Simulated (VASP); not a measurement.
# Ca (P6/mmm) in VASP: a series of runs, part 2 of 2

VASP 6.6.1. Earlier steps stand in the parts before.

## (4) Single point, BLYP (39.68 Å³/atom)

This run uses another cell than the first one, of 39.68 Å³/atom.

File INCAR:

```
  PREC = Accurate
  ENCUT = 520
  EDIFF = 1E-6
  ISMEAR = -1
  SIGMA = 0.1
  LREAL = F
  LASPH = T
  NELM = 60
  ALGO = Normal
  ISIF = 2
  LWAVE = F
  LCHARG = F
  GGA = B5
  ALDAX = 1.0
  AGGAX = 1.0
  AGGAC = 1.0
  ALDAC = 0.0
  NBANDS = 22
```

File KPOINTS:

```
regular mesh
0
Gamma
  7 7 10
```

File POSCAR:

```
Ca
1.0
    6.1225918229      0.0000000000      0.0000000000
   -3.0612959115      5.3023200557      0.0000000000
    0.0000000000      0.0000000000      3.6666371301
Ca
3
Direct
    0.0000000000      1.0000000000      1.0000000000
    0.3333333333      0.6666666667      0.5000000000
    0.6666666667      0.3333333333      0.5000000000
```

Potentials or basis: VASP PAW PBE potentials, release 64 (Ca_sv).

The run is started by

```bash
cat potpaw_PBE.64/Ca_sv/POTCAR > POTCAR
mpirun -np 1 vasp_std > vasp.out
```

OUTCAR:

```text
PREC = Accurate
   ENCUT = 520
   EDIFF = 1E-6
   ISMEAR = -1
   LREAL = F
   LASPH = T
   NELM = 60
   ISIF = 2
   GGA = B5

 ion  position               nearest neighbor table
   1  0.000  0.000  0.000-
   2  0.333  0.667  0.500-
   3  0.667  0.333  0.500-

  LATTYP: Found a hexagonal cell.
 ALAT       =     6.1225918229
 C/A-ratio  =     0.5988700923

  Lattice vectors:

 A1 = (   6.1225918229,   0.0000000000,   0.0000000000)
 A2 = (  -3.0612959115,   5.3023200557,   0.0000000000)
 A3 = (   0.0000000000,   0.0000000000,   3.6666371301)

Analysis of symmetry for initial positions (statically):
=====================================================================
 Subroutine PRICEL returns:
 Original cell was already a primitive cell.

 Routine SETGRP: Setting up the symmetry group for a
 hexagonal supercell.

 Subroutine GETGRP returns: Found 24 space group operations
 (whereof 24 operations were pure point group operations)
 out of a pool of 24 trial point group operations.

The static configuration has the point symmetry D_6h.

Analysis of symmetry for dynamics (positions and initial velocities):
=====================================================================
 Subroutine PRICEL returns:
 Original cell was already a primitive cell.

 Routine SETGRP: Setting up the symmetry group for a
 hexagonal supercell.

 Subroutine GETGRP returns: Found 24 space group operations
 (whereof 24 operations were pure point group operations)
 out of a pool of 24 trial point group operations.

The dynamic configuration has the point symmetry D_6h.

 Subroutine INISYM returns: Found 24 space group operations
 (whereof 24 operations are pure point group operations),
 and found     1 'primitive' translations

[... 111 lines left out ...]
   ISMEAR =    -1;   SIGMA  =   0.10  broadening in eV -4-tet -1-fermi 0-gaus
   EFERMI_NEDOS =   21; number of points for ismear=-14 and -15
   IALGO  =     38    algorithm
   IMIX   =      4    mixing-type and parameters
     AMIX     =   0.40;   BMIX     =  1.00
     AMIX_MAG =   1.60;   BMIX_MAG =  1.00
  volume/ion in A,a.u.               =      39.68       267.76
  Fermi-wavevector in a.u.,A,eV,Ry     =   1.034091  1.954149 14.549318  1.069345
  Thomas-Fermi vector in A             =   2.168370
   LORBIT       =      0    0 simple, 1 ext, 2 COOP (PROOUT), +10 PAW based schemes
   GGA     = B5    functional components
   LHFCALC =     F    Hartree Fock is set to
   AEXX    =    0.0000 exact exchange contribution
   IVDW    =     0    specifies the selected vdW correction
   LEPSILON=     F    determine dielectric tensor
   LRPA    =     F    only Hartree local field effects (RPA)
 non-spin polarized calculation
  energy-cutoff  :      520.00
  volume of cell :      119.03
 maximum number of plane-waves:      3242
 NGX is ok and might be reduce to    48
   NGX = 23   NGY = 23   NGZ = 13

 number of electron      30.0000006 magnetization

 Free energy of the ion-electron system (eV)
  ---------------------------------------------------
  ext. energy  EPLUGINS =         0.00000000
  ---------------------------------------------------
  free energy    TOTEN  =        -3.60391960 eV

  energy without entropy =       -3.44037500  energy(sigma->0) =       -3.52214730

 E-fermi :   2.6737     XC(G=0):  -7.4941

 val. band max:        2.6683389485   @ k =   0.2857   0.2857   0.5000
 cond. band min:       2.6744728030   @ k =   0.4286   0.1429   0.5000
 fundamental gap:      0.0061338545
 Fermi energy:         2.6736642264

 k-point     1 :       0.0000    0.0000    0.0000
  band No.  band energies     occupation
      1     -39.2511      2.00000
      2     -39.2244      2.00000
      3     -39.1897      2.00000
      4     -20.4361      2.00000
      5     -20.4361      2.00000
      6     -20.3429      2.00000
[... 589 lines left out ...]
     21       4.3793      0.00000
     22       4.8785      0.00000

 [... further k-points ...]

------------------------ aborting loop because EDIFF is reached ----------------------------------------

  FORCE on cell =-STRESS in cart. coord.  units (eV):
  Direction    XX          YY          ZZ          XY          YZ          ZX
  --------------------------------------------------------------------------------------
  -------------------------------------------------------------------------------------
  Total        1.1436688      1.1436688      1.0367249     -0.0000000      0.0000000      0.0000000
  in kB       15.3936526     15.3936526     13.9542002     -0.0000000      0.0000000      0.0000000
  external PRESSURE =      14.9138351 kB  Pullay stress =       0.0000000 kB

 VOLUME and BASIS-vectors are now :
 -----------------------------------------------------------------------------
  energy-cutoff  :      520.00
  volume of cell :      119.03
      direct lattice vectors                 reciprocal lattice vectors
     6.122591823  0.000000000  0.000000000     0.163329523  0.094298344  0.000000000
    -3.061295911  5.302320056  0.000000000     0.000000000  0.188596688  0.000000000
     0.000000000  0.000000000  3.666637130     0.000000000  0.000000000  0.272729470

 POSITION                                       TOTAL-FORCE (eV/Angst)
 -----------------------------------------------------------------------------------
      0.00000      0.00000      0.00000        -0.000000      0.000000      0.000000
     -0.00000      3.53488      1.83332        -0.000000      0.000000      0.000000
      3.06130      1.76744      1.83332         0.000000      0.000000     -0.000000
 -----------------------------------------------------------------------------------
    total drift:                               -0.000000      0.000000     -0.000000

  FREE ENERGIE OF THE ION-ELECTRON SYSTEM (eV)
  ---------------------------------------------------
  free  energy   TOTEN  =        -3.6039196024 eV

  energy  without entropy=       -3.4403750006  energy(sigma->0) =       -3.52214730
```

OSZICAR:

```text
N       E                     dE             d eps       ncg     rms          rms(c)
DAV:   1     0.284163491077E+03    0.28416E+03   -0.14595E+04  2112   0.125E+03
DAV:   2     0.119138047808E+02   -0.27225E+03   -0.26794E+03  2238   0.371E+02
DAV:   3    -0.254451351245E+01   -0.14458E+02   -0.13980E+02  4090   0.631E+01
DAV:   4    -0.360516949643E+01   -0.10607E+01   -0.10505E+01  3392   0.160E+01
DAV:   5    -0.364011642140E+01   -0.34947E-01   -0.34905E-01  3204   0.280E+00    0.342E+00
DAV:   6    -0.360158662339E+01    0.38530E-01   -0.99400E-02  2976   0.220E+00    0.204E+00
DAV:   7    -0.360328789576E+01   -0.17013E-02   -0.82647E-02  2582   0.216E+00    0.262E-01
DAV:   8    -0.360353950036E+01   -0.25160E-03   -0.88540E-03  2656   0.794E-01    0.770E-02
DAV:   9    -0.360373067247E+01   -0.19117E-03   -0.62085E-04  3726   0.134E-01    0.280E-02
DAV:  10    -0.360391300218E+01   -0.18233E-03   -0.44983E-04  2502   0.114E-01    0.389E-02
DAV:  11    -0.360392142454E+01   -0.84224E-05   -0.35401E-05  2934   0.423E-02    0.414E-03
DAV:  12    -0.360392022214E+01    0.12024E-05   -0.17582E-06  2328   0.549E-03    0.128E-03
DAV:  13    -0.360391960237E+01    0.61977E-06   -0.36710E-07  1644   0.334E-03
   1 F= -.36039196E+01 E0= -.35221473E+01  d E =-.163545E+00
```

Run time: 2.5 min. Hardware: 1 thread of Oxide Virtual Turin-like, shared host; peak memory 0.25 GiB.

Results:

| Item | Value |
| --- | --- |
| Free energy | -3.6039 eV |
| Pressure | 1.5 GPa |
| Band gap on the k mesh | zero (bands 15 and 16 overlap by 0.23 eV) |

Levels at points of the mesh, in eV from the Fermi level:
```
           k point  band 13  band 14  band 15  band 16  band 17  band 18
(0.00, 0.00, 0.00)    -4.10     0.03     0.17     0.17     0.20     0.20
(0.00, 0.00, 0.50)    -1.48    -1.10     0.11     0.11     0.27     0.27
```

Caveat: the PAW data sets were made with another functional, which shifts forces and pressure a little.

## (5) Summary

| cell | k mesh | gap on the mesh (eV) | pressure (GPa) |
| --- | --- | --- | --- |
| a = 6.295, b = 6.295, c = 3.770 Å, angles 90.0, 90.0, 120.0°, 3 atoms | 6 × 6 × 8 | none | 0.0 |
| a = 6.033, b = 6.033, c = 3.613 Å, angles 90.0, 90.0, 120.0°, 3 atoms | 7 × 7 × 10 | none | 2.4 |
| a = 6.123, b = 6.123, c = 3.667 Å, angles 90.0, 90.0, 120.0°, 3 atoms | 7 × 7 × 10 | none | 1.5 |

Alike in all rows: task single point; level BLYP; potentials or basis VASP PAW PBE potentials, release 64 (Ca_sv); no spin polarisation; cutoff (eV) 520; smearing fermi-dirac 0.1 eV.

Caveats: the PAW data sets were made with another functional, which shifts forces and pressure a little.

Total energies depend on the potentials used, so only differences within one code and one set of settings carry meaning.

The gap in the log of VASP goes by the Fermi energy; the results here count the filled bands.